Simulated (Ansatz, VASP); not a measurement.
## WC: VASP beside Ansatz

INCAR

```
SYSTEM = WC
ALGO = Normal
EDIFF = 1E-6
ENCUT = 520
GGA = PE
ISIF = 2
ISMEAR = 0
LASPH = .TRUE.
LCHARG = .FALSE.
LREAL = .FALSE.
LWAVE = .FALSE.
NBANDS = 16
NELM = 60
PREC = Accurate
SIGMA = 0.15
```

Contents of KPOINTS:

```
k-points
0
G
  18 18 16
  0 0 0
```

POSCAR

```
WC
1.0
    2.9150039432      0.0000000000      0.0000000000
   -1.4575019716      2.4993483877      0.0000000000
    0.0000000000      0.0000000000      2.8290000000
W C
1 1
Direct
    0.0000000000      0.0000000000      0.0000000000
    0.6666666667      0.3333333333      0.5000000000
```

Input for Ansatz:

```yaml
crystal:
  lattice:
    - [2.9150039432, 0.0, 0.0]
    - [-1.4575019716, 2.4993483877, 0.0]
    - [0.0, 0.0, 2.829]
  atoms:
    - { symbol: W, position: [0.0, 0.0, 0.0] }
    - { symbol: C, position: [0.6666666667, 0.3333333333, 0.5] }
basis:
  ecutwfc: 420
kpoints:
  mp_grid: { grid: [18, 18, 16] }
hamiltonian:
  xc: pbe
scf:
  occupations: { method: gaussian, width: 0.15 }
output:
  forces: true
  stress: true
  eigenvalues: true
```

Change from the starting cell: strain +0.0050 x Voigt [1, -1, 0, 0, 0, 0], atoms carried along.

Alike in both runs: task single point; functional PBE; k mesh 18 × 18 × 16; occupations gaussian, width 0.15 eV; no spin polarisation.

|  | VASP | Ansatz |
| --- | --- | --- |
| version | VASP 6.6.1 | Ansatz 0.2.0 |
| potentials or method | VASP PAW PBE potentials, release 64 (W_sv, C), cutoff 520 eV | scalar-relativistic, plane waves, PAW |
| valence electrons in the cell | 18 | 18 |

|  | VASP | Ansatz | Ansatz less VASP |
| --- | --- | --- | --- |
| gap on the k mesh at the Fermi level (eV) | none | none | - |
| pressure (GPa) | 9.6 | 8.5 | -1.16 |
| traceless stress, the component that is largest in VASP (GPa) | -2.89 | -2.78 | +0.116 |
| rms of the force components (eV/Å) | 0.036 | 0.036 | -0.0007 |

Atom by atom the forces differ by 0.001 eV/Å (rms over components). A gap of «none» marks a metal or a gap that the smearing closes.

Spin-orbit coupling is off throughout.
